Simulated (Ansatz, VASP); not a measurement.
**One calculation of Au, two programs**

The input INCAR:

```
PREC = Accurate
ENCUT = 500
EDIFF = 1E-6
ISMEAR = 0
SIGMA = 0.15
LREAL = F
LASPH = T
NELM = 120
ALGO = Normal
ISIF = 2
LWAVE = F
LCHARG = F
GGA = PE
NBANDS = 18
GGA_COMPAT = F
```

Contents of KPOINTS:

```
Automatic mesh
0
Gamma
  18 18 10
```

File POSCAR:

```
Au
1.0
    2.9169619367      0.0000000000      0.0000000000
   -1.4584809683      2.5261631390      0.0000000000
    0.0000000000      0.0000000000      4.8900308251
Au
2
Direct
    0.1886622649      0.6666666667      0.7500000000
    0.8113377351      0.3333333333      0.2500000000
```

Input for Ansatz:

```yaml
crystal:
  lattice:
    - [2.9169619367, 0.0, 0.0]
    - [-1.4584809683, 2.526163139, 0.0]
    - [0.0, 0.0, 4.8900308251]
  atoms:
    - { symbol: Au, position: [0.1886622649, 0.6666666667, 0.75] }
    - { symbol: Au, position: [0.8113377351, 0.3333333333, 0.25] }
basis:
  ecutwfc: 420
kpoints:
  mp_grid: { grid: [18, 18, 10] }
hamiltonian:
  xc: pbe
scf:
  occupations: { method: gaussian, width: 0.15 }
output:
  forces: true
  stress: true
  eigenvalues: true
```

Change from the starting cell: mode 4 frozen in at -0.422 Å, equal normal strain along x, y and z +0.0000.

Alike in both runs: task single point; functional PBE; k mesh 18 × 18 × 10; occupations gaussian, width 0.15 eV; no spin polarisation.

|  | VASP | Ansatz |
| --- | --- | --- |
| version | VASP 6.6.1 | Ansatz 0.2.0 |
| potentials or method | VASP PAW PBE potentials, release 64 (Au), cutoff 500 eV | scalar-relativistic, plane waves, PAW |
| valence electrons in the cell | 22 | 38 |

|  | VASP | Ansatz | Ansatz less VASP |
| --- | --- | --- | --- |
| gap on the k mesh at the Fermi level (eV) | none | none | - |
| pressure (GPa) | 4.5 | 4.8 | +0.26 |
| traceless stress, the component that is largest in VASP (GPa) | 9.18 | 9.25 | +0.067 |
| rms of the force components (eV/Å) | 0.423 | 0.426 | +0.0030 |

Atom by atom the forces differ by 0.003 eV/Å (rms over components). A gap of «none» marks a metal or a gap that the smearing closes. VASP's potentials hold 22 valence electrons a cell and Ansatz's 38, so a difference there can come from the potentials and not from the codes.

Spin-orbit coupling is off throughout.
